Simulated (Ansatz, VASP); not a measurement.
## Two plane-wave programs on CsPbCl3

```
CELL_PARAMETERS angstrom
5.92082 0.00000 0.00000
0.00000 5.92082 0.00000
0.00000 0.00000 5.92082
ATOMIC_POSITIONS crystal
Cs 0.00000 0.00000 0.00000
Pb 0.50000 0.50000 0.50000
Cl 0.00000 0.50000 0.50000
Cl 0.50000 0.50000 0.00000
Cl 0.50000 0.00000 0.50000
```

Alike in both runs: task single point; functional PBE; k mesh 6 × 6 × 6; occupations gaussian, width 0.05 eV; no spin polarisation.

|  | VASP | Ansatz |
| --- | --- | --- |
| version | VASP 6.6.1 | Ansatz 0.2.0 |
| potentials or method | VASP PAW PBE potentials, release 64 (Cs_sv, Pb_d, Cl), cutoff 520 eV | scalar-relativistic, plane waves, PAW |
| valence electrons in the cell | 44 | 44 |

Ansatz gave:

```
gap on the k mesh at the Fermi level (eV) : 2.49
least direct gap on the mesh (eV)         : 2.49
pressure (GPa)                            : -1.7
```

What did VASP give for the same quantities?

gap on the k mesh at the Fermi level (eV): 2.50; least direct gap on the mesh (eV): 2.50; pressure (GPa): -1.7.

The functional is the same, so the differences come from potentials, cutoffs and numerics.

Neither program's run includes spin-orbit coupling.
